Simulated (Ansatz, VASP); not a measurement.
CoO in VASP and in Ansatz

```
Co O
1.0
     3.19765    0.00000    0.00000
    -1.59882    2.76924    0.00000
     0.00000    0.00000    5.22871
Co O
2 2
Cartesian
  0.0000 0.0000 0.0182
  0.0000 1.8462 2.6319
  0.0000 0.0000 1.9430
  0.0000 1.8462 4.5571
```

Alike in both runs: task single point; functional r2SCAN; k mesh 12 × 12 × 6; occupations gaussian, width 0.02 eV; no spin polarisation.

|  | VASP | Ansatz |
| --- | --- | --- |
| version | VASP 6.6.1 | Ansatz 0.2.0 |
| potentials or method | VASP PAW PBE potentials, release 64 (Co, O), cutoff 520 eV | scalar-relativistic, plane waves, PAW |
| valence electrons in the cell | 30 | 46 |

VASP gave:

| Property | Result |
| --- | --- |
| gap on the k mesh at the Fermi level (eV) | none |
| pressure (GPa) | -20.0 |
| traceless stress, the component that is largest in VASP (GPa) | 4.84 |
| rms of the force components (eV/Å) | 0.054 |

Question: What did Ansatz give for the same quantities?

Answer: gap on the k mesh at the Fermi level (eV): none; pressure (GPa): -20.2; traceless stress, the component that is largest in VASP (GPa): 4.96; rms of the force components (eV/Å): 0.047.

VASP's potentials were made for PBE, not for r2SCAN. Atom by atom the forces differ by 0.007 eV/Å (rms over components). A gap of «none» marks a metal or a gap that the smearing closes. VASP's potentials hold 30 valence electrons a cell and Ansatz's 46, so a difference there can come from the potentials and not from the codes.
